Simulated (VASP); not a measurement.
The system is Cd2S.

```
Cd S
1.0
     4.00624    0.00000    0.00000
     0.23457    5.86324    0.00000
     0.23330    0.21548    6.75116
Cd S
4 2
Direct
  0.42401 0.46447 0.93146
  0.86065 0.46187 0.41816
  0.57066 0.01344 0.95473
  0.06602 0.01722 0.44629
  0.03933 0.76403 0.12752
  0.53934 0.77898 0.62184
```

- Program: VASP 6.6.1
- Task: relaxation of cell and atoms
- Functional: PBE
- Potentials or basis: VASP PAW PBE potentials, release 64 (Cd, S)
- Cutoff: 500 eV
- k mesh: 4 × 4 × 4
- Occupations: gaussian, width 0.1 eV
- Spin: no spin polarisation

At the start: pressure 0.3 GPa; volume 26.43 Å³/atom.

How do energy, volume and symmetry change on relaxing?

Over 16 steps the energy falls by 5.0 meV/atom and the volume is 26.80 Å³/atom (+1.4 %); space group P1 (No. 1, to 0.1 Å) before and after.

The path:
```tsv
step	energy change (eV)	largest force (eV/Å)	pressure (GPa)	volume (Å³)
1	0.0000	0.2148	0.35	158.58
2	-0.0093	0.1282	-0.09	159.90
3	-0.0106	0.1099	-0.32	160.66
4	-0.0154	0.1061	-0.07	159.92
5	-0.0165	0.1145	0.13	159.38
6	-0.0194	0.0696	0.08	159.60
7	-0.0204	0.1210	0.03	159.81
8	-0.0224	0.0981	-0.04	160.12
9	-0.0251	0.0850	-0.18	160.88
10	-0.0268	0.0671	-0.02	160.35
11	-0.0274	0.0548	0.19	159.71
12	-0.0283	0.0726	0.15	159.84
13	-0.0287	0.0981	0.10	160.02
14	-0.0297	0.0460	-0.02	160.48
15	-0.0299	0.0453	-0.13	160.91
16	-0.0300	0.0381	-0.11	160.80
```

Final structure:
```cif
data_structure
_symmetry_space_group_name_H-M 'P 1'
_symmetry_Int_Tables_number 1
_cell_length_a 4.0180
_cell_length_b 5.9143
_cell_length_c 6.7891
_cell_angle_alpha 87.699
_cell_angle_beta 87.655
_cell_angle_gamma 86.597
_cell_volume 160.80
loop_
_atom_site_label
_atom_site_type_symbol
_atom_site_fract_x
_atom_site_fract_y
_atom_site_fract_z
_atom_site_occupancy
Cd1 Cd 0.41208 0.46916 0.91817 1
Cd2 Cd 0.88872 0.45983 0.41244 1
Cd3 Cd 0.56547 0.01907 0.95902 1
Cd4 Cd 0.05496 0.01157 0.45915 1
S1 S 0.04010 0.76951 0.12607 1
S2 S 0.53866 0.77084 0.62514 1
```
